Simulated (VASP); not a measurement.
# BN (Cmc2_1) in VASP: a series of runs

Runs on BN. Level: PBE. Tasks: single point.

Everything below comes from runs of VASP 6.6.1. Logs are shortened: lines on timing, memory, paths and dates and some standing lists are left out, and cuts for length are marked.

## 1. The cell of the first run

It takes space group Cmc2_1 (No. 36, orthorhombic). Conventional cell: a = 2.554 Å, b = 4.424 Å, c = 4.227 Å, α = 90.00°, β = 90.00°, γ = 90.00°. B (site symmetry m) has 4 N at 1.56 to 1.64 Å within 2.1 Å. N (site symmetry m) has 4 B at 1.56 to 1.64 Å within 2.1 Å.

## 2. Single point, PBE (mode 4 (471.6 1/cm) frozen in, largest displacement -0.225 Å)

Contents of INCAR:

```
PREC = Accurate
ENCUT = 520
EDIFF = 1E-6
ISMEAR = 0
SIGMA = 0.05
LREAL = F
LASPH = T
NELM = 80
ALGO = Normal
ISIF = 2
LWAVE = F
LCHARG = F
GGA = PE
NBANDS = 16
```

Contents of KPOINTS:

```
Automatic mesh
0
Gamma
  12 12 6
```

Contents of POSCAR:

```
BN
1.0
    2.5539396017      0.0000000000      0.0000000000
   -1.2769698009      2.2117765748      0.0000000000
    0.0000000000      0.0000000000      4.2268550000
B N
2 2
Direct
    0.6191802019      0.2383604037      0.9997240000
    0.3808197981      0.7616395963      0.4997240000
    0.7175307554      0.4350615108      0.6252760000
    0.2824692446      0.5649384892      0.1252760000
```

Potentials or basis: VASP PAW PBE potentials, release 64 (B, N).

On the command line:

```
$ cat potpaw_PBE.64/B/POTCAR potpaw_PBE.64/N/POTCAR > POTCAR
$ mpirun -np 1 vasp_std > vasp.out
```

OUTCAR:

```text
PREC = Accurate
   ENCUT = 520
   EDIFF = 1E-6
   ISMEAR = 0
   LREAL = F
   LASPH = T
   NELM = 80
   ISIF = 2
   GGA = PE

 ion  position               nearest neighbor table
   1  0.619  0.238  1.000-   4 1.56   4 1.56   4 1.58   3 1.64
   2  0.381  0.762  0.500-   3 1.56   3 1.56   3 1.58   4 1.64
   3  0.718  0.435  0.625-   2 1.56   2 1.56   2 1.58   1 1.64
   4  0.282  0.565  0.125-   1 1.56   1 1.56   1 1.58   2 1.64

  LATTYP: Found a hexagonal cell.
 ALAT       =     2.5539396017
 C/A-ratio  =     1.6550332659

  Lattice vectors:

 A1 = (   2.5539396017,   0.0000000000,   0.0000000000)
 A2 = (  -1.2769698009,   2.2117765748,   0.0000000000)
 A3 = (   0.0000000000,   0.0000000000,   4.2268550000)

Analysis of symmetry for initial positions (statically):
=====================================================================
 Subroutine PRICEL returns:
 Original cell was already a primitive cell.

 Routine SETGRP: Setting up the symmetry group for a
 hexagonal supercell.

 Subroutine GETGRP returns: Found  4 space group operations
 (whereof  2 operations were pure point group operations)
 out of a pool of 24 trial point group operations.

The static configuration has the point symmetry C_1h.
 The point group associated with its full space group is C_2v.

Analysis of symmetry for dynamics (positions and initial velocities):
=====================================================================
 Subroutine PRICEL returns:
 Original cell was already a primitive cell.

 Routine SETGRP: Setting up the symmetry group for a
 hexagonal supercell.

 Subroutine GETGRP returns: Found  4 space group operations
 (whereof  2 operations were pure point group operations)
 out of a pool of 24 trial point group operations.

The dynamic configuration has the point symmetry C_1h.
 The point group associated with its full space group is C_2v.

 Subroutine INISYM returns: Found  4 space group operations
 (whereof  2 operations are pure point group operations),
 and found     1 'primitive' translations

----------------------------------------------------------------------------------------

                                     Primitive cell

  volume of cell :      23.8764

  direct lattice vectors                    reciprocal lattice vectors
     2.553939602  0.000000000  0.000000000     0.391551938  0.226062617  0.000000000
    -1.276969801  2.211776575  0.000000000     0.000000000  0.452125233  0.000000000
     0.000000000  0.000000000  4.226855000     0.000000000  0.000000000  0.236582518

  length of vectors
     2.553939602  2.553939602  4.226855000     0.452125233  0.452125233  0.236582518

  position of ions in fractional coordinates (direct lattice)
     0.619180202  0.238360404  0.999724000
     0.380819798  0.761639596  0.499724000
     0.717530755  0.435061511  0.625276000
     0.282469245  0.564938489  0.125276000

  ion indices of the primitive-cell ions
   primitive index   ion index
                 1           1
                 2           2
                 3           3
                 4           4

----------------------------------------------------------------------------------------

 KPOINTS: Automatic mesh

Automatic generation of k-mesh.
 Grid dimensions read from file:
 generate k-points for:   12   12    6

 Generating k-lattice:

  Cartesian coordinates                     Fractional coordinates (reciprocal lattice)
     0.032629328  0.018838551  0.000000000     0.083333333  0.000000000  0.000000000
     0.000000000  0.037677103  0.000000000     0.000000000  0.083333333  0.000000000
     0.000000000  0.000000000  0.039430420     0.000000000  0.000000000  0.166666667

  Length of vectors
     0.037677103  0.037677103  0.039430420

  Shift w.r.t. Gamma in fractional coordinates (k-lattice)
     0.000000000  0.000000000  0.000000000

 Subroutine IBZKPT returns following result:
 ===========================================

 Found    172 irreducible k-points:

 Following reciprocal coordinates:
            Coordinates               Weight
  0.000000  0.000000  0.000000      1.000000
  0.083333  0.000000  0.000000      4.000000
  0.000000  0.083333  0.000000      2.000000
  0.166667  0.000000  0.000000      4.000000
  0.000000  0.166667  0.000000      2.000000
  0.250000  0.000000  0.000000      4.000000
[... 16 lines left out ...]
 -0.083333  0.416667  0.000000      4.000000
 -0.416667  0.333333  0.000000      4.000000
 [... further k-points ...]
   k-points           NKPTS =    172   k-points in BZ     NKDIM =    172   number of bands    NBANDS=     16
   number of dos      NEDOS =    301   number of ions     NIONS =      4
   total plane-waves  NPLWV =  12800
   dimension x,y,z NGX =    20 NGY =   20 NGZ =   32
   dimension x,y,z NGXF=    40 NGYF=   40 NGZF=   64
   ions per type =               2   2
   NGX,Y,Z   is equivalent  to a cutoff of  13.02, 13.02, 12.59 a.u.
   NGXF,Y,Z  is equivalent  to a cutoff of  26.04, 26.04, 25.17 a.u.
 SYSTEM =  unknown system
   PREC   = accura    normal or accurate (medium, high low for compatibility)
   ISTART =      0    job   : 0-new  1-cont  2-samecut
   ICHARG =      2    charge: 1-file 2-atom 10-const
   ISPIN  =      1    spin polarized calculation?
   LNONCOLLINEAR =      F non collinear calculations
   LSORBIT =      F    spin-orbit coupling
   LASPH  =      T    aspherical Exc in radial PAW
   ENCUT  =  520.0 eV  38.22 Ry    6.18 a.u.   4.75  4.75  7.86*2*pi/ulx,y,z
   NELM   =     80;   NELMIN=  2; NELMDL= -5     # of ELM steps
   EDIFF  = 0.1E-05   stopping-criterion for ELM
   LREAL  =      F    real-space projection
[... 7 lines left out ...]
   TEBEG  =    0.0;   TEEND  =   0.0 temperature during run
   PSTRESS=    0.0 pullay stress
   NELECT =      16.0000    total number of electrons
   NUPDOWN=      -1.0000    fix difference up-down
   EMIN   =  10.00;   EMAX   =-10.00  energy-range for DOS
   EFERMI =   0.00;   METHOD = LEGACY
   ISMEAR =     0;   SIGMA  =   0.05  broadening in eV -4-tet -1-fermi 0-gaus
   EFERMI_NEDOS =   21; number of points for ismear=-14 and -15
   IALGO  =     38    algorithm
   IMIX   =      4    mixing-type and parameters
     AMIX     =   0.40;   BMIX     =  1.00
     AMIX_MAG =   1.60;   BMIX_MAG =  1.00
  volume/ion in A,a.u.               =       5.97        40.28
  Fermi-wavevector in a.u.,A,eV,Ry     =   1.432600  2.707222 27.923836  2.052344
  Thomas-Fermi vector in A             =   2.552210
   LORBIT       =      0    0 simple, 1 ext, 2 COOP (PROOUT), +10 PAW based schemes
   GGA     = PE    functional components
   LHFCALC =     F    Hartree Fock is set to
   AEXX    =    0.0000 exact exchange contribution
   IVDW    =     0    specifies the selected vdW correction
   LEPSILON=     F    determine dielectric tensor
   LRPA    =     F    only Hartree local field effects (RPA)
 non-spin polarized calculation
 Gauss-broadening in eV      SIGMA  =   0.05
  energy-cutoff  :      520.00
  volume of cell :       23.88
 maximum number of plane-waves:       660
   NGX =  9   NGY =  9   NGZ = 15

 number of electron      16.0000000 magnetization

 Free energy of the ion-electron system (eV)
  ---------------------------------------------------
  ext. energy  EPLUGINS =         0.00000000
  ---------------------------------------------------
  free energy    TOTEN  =       -33.88198626 eV

  energy without entropy =      -33.88198626  energy(sigma->0) =      -33.88198626

 E-fermi :   7.9427     XC(G=0): -12.8129

 val. band max:        7.7197450505   @ k =   0.0000   0.0000   0.0000
 cond. band min:      11.6331465946   @ k =  -0.2500  -0.4167   0.0000
 fundamental gap:      3.9134015441
 Fermi energy:         7.9427181722

 k-point     1 :       0.0000    0.0000    0.0000
  band No.  band energies     occupation
      1     -12.7989      2.00000
      2      -8.6636      2.00000
      3      -3.2040      2.00000
      4       5.3112      2.00000
      5       5.9887      2.00000
      6       6.7129      2.00000
[... 8 lines left out ...]
     15      19.8014      0.00000
     16      22.3271      0.00000

 k-point     2 :       0.0833    0.0000    0.0000
  band No.  band energies     occupation
      1     -12.6474      2.00000
      2      -8.5494      2.00000
      3      -3.0521      2.00000
      4       4.6856      2.00000
      5       5.5682      2.00000
      6       6.4752      2.00000
[... 8 lines left out ...]
     15      20.2687      0.00000
     16      22.2706      0.00000

 k-point     3 :       0.0000    0.0833    0.0000
  band No.  band energies     occupation
      1     -12.6506      2.00000
      2      -8.5388      2.00000
      3      -3.0565      2.00000
      4       5.0469      2.00000
      5       5.0725      2.00000
      6       6.3360      2.00000
[... 8 lines left out ...]
     15      19.9439      0.00000
     16      21.9945      0.00000

 k-point     4 :       0.1667    0.0000    0.0000
  band No.  band energies     occupation
      1     -12.1970      2.00000
      2      -8.2240      2.00000
      3      -2.6025      2.00000
      4       3.0529      2.00000
      5       4.7703      2.00000
      6       5.4618      2.00000
[... 8 lines left out ...]
     15      21.3487      0.00000
     16      22.2922      0.00000
[... 324 lines left out ...]
 k-point    22 :       0.3333    0.0833    0.0000
  band No.  band energies     occupation
      1      -9.8418      2.00000
      2      -7.1256      2.00000
      3      -1.1292      2.00000
      4      -0.4638      2.00000
      5       1.0583      2.00000
      6       2.8833      2.00000
[... 8 lines left out ...]
     15      23.3218      0.00000
     16      23.8500      0.00000

 k-point    23 :      -0.0833    0.4167    0.0000
  band No.  band energies     occupation
      1     -10.0021      2.00000
      2      -6.6357      2.00000
      3      -1.7950      2.00000
      4      -0.4713      2.00000
      5       1.0593      2.00000
      6       2.5198      2.00000
[... 8 lines left out ...]
     15      23.8162      0.00000
     16      24.5069      0.00000

 k-point    24 :      -0.4167    0.3333    0.0000
  band No.  band energies     occupation
      1      -9.7949      2.00000
      2      -7.2447      2.00000
      3      -1.0942      2.00000
      4      -0.3575      2.00000
      5       1.2775      2.00000
      6       2.6025      2.00000
[... 8 lines left out ...]
     15      22.9011      0.00000
     16      24.4152      0.00000

 [... further k-points ...]
[... 5 lines left out ...]
  --------------------------------------------------------------------------------------
  -------------------------------------------------------------------------------------
  Total        1.7342455     -2.9582299      0.8392022      0.0000000      0.0000000      0.0000000
  in kB      116.3729209   -198.5058364     56.3129131      0.0000000      0.0000000      0.0000000
  external PRESSURE =      -8.6066675 kB  Pullay stress =       0.0000000 kB

 VOLUME and BASIS-vectors are now :
 -----------------------------------------------------------------------------
  energy-cutoff  :      520.00
  volume of cell :       23.88
      direct lattice vectors                 reciprocal lattice vectors
     2.553939602  0.000000000  0.000000000     0.391551938  0.226062617  0.000000000
    -1.276969801  2.211776575  0.000000000     0.000000000  0.452125233  0.000000000
     0.000000000  0.000000000  4.226855000     0.000000000  0.000000000  0.236582518

 POSITION                                       TOTAL-FORCE (eV/Angst)
 -----------------------------------------------------------------------------------
      1.27697      0.52720      4.22569        -0.000000      1.888130      0.205552
     -0.00000      1.68458      2.11226         0.000000     -1.888130      0.205552
      1.27697      0.96226      2.64295         0.000000     -2.342815     -0.205552
     -0.00000      1.24952      0.52952        -0.000000      2.342815     -0.205552
 -----------------------------------------------------------------------------------
    total drift:                                0.000000      0.000000      0.000494

  FREE ENERGIE OF THE ION-ELECTRON SYSTEM (eV)
  ---------------------------------------------------
  free  energy   TOTEN  =       -33.8819862617 eV

  energy  without entropy=      -33.8819862617  energy(sigma->0) =      -33.88198626
```

Wall time 29 s (1 thread of Intel Xeon 6975P-C (Granite Rapids), shared host); peak memory 0.17 GiB.

Results:

* Free energy: -33.8820 eV
* Pressure: -0.9 GPa
* Largest force: 2.352 eV/Å
* Band gap on the k mesh: 3.91 eV, indirect (least direct gap 6.52 eV)

Forces on the atoms (eV/Å):
```
B    0.000  1.888  0.206
B    0.000 -1.888  0.206
N    0.000 -2.343 -0.206
N    0.000  2.343 -0.206
```

Levels at points of the mesh, in eV from the valence-band top:
| k point | band 5 | band 6 | band 7 | band 8 | band 9 | band 10 | band 11 | band 12 |
| --- | --- | --- | --- | --- | --- | --- | --- | --- |
| (0.00, 0.00, 0.00) | -1.73 | -1.01 | -0.16 | 0.00 | 7.69 | 7.69 | 7.94 | 8.47 |
| (0.50, 0.00, 0.00) | -6.42 | -4.75 | -4.71 | -2.93 | 6.69 | 8.70 | 9.27 | 10.25 |
| (0.00, 0.50, 0.00) | -7.43 | -5.19 | -2.79 | -2.41 | 4.24 | 6.69 | 10.49 | 10.51 |
| (0.00, 0.00, 0.50) | -1.43 | -1.43 | -1.35 | -1.35 | 8.12 | 8.12 | 9.59 | 9.59 |
| (0.50, 0.00, 0.50) | -4.39 | -4.39 | -2.73 | -2.73 | 5.90 | 5.90 | 9.09 | 9.09 |
| (0.00, 0.50, 0.50) | -4.00 | -4.00 | -3.70 | -3.70 | 5.52 | 5.52 | 9.90 | 9.90 |

Caveat: the cell differs from its parent crystal (mode 4 (471.6 1/cm) frozen in, largest displacement -0.225 Å); forces of over 1 eV/Å act on the atoms, so gaps and moduli don't describe the material at rest.

(Continued in part 2 of 2.)
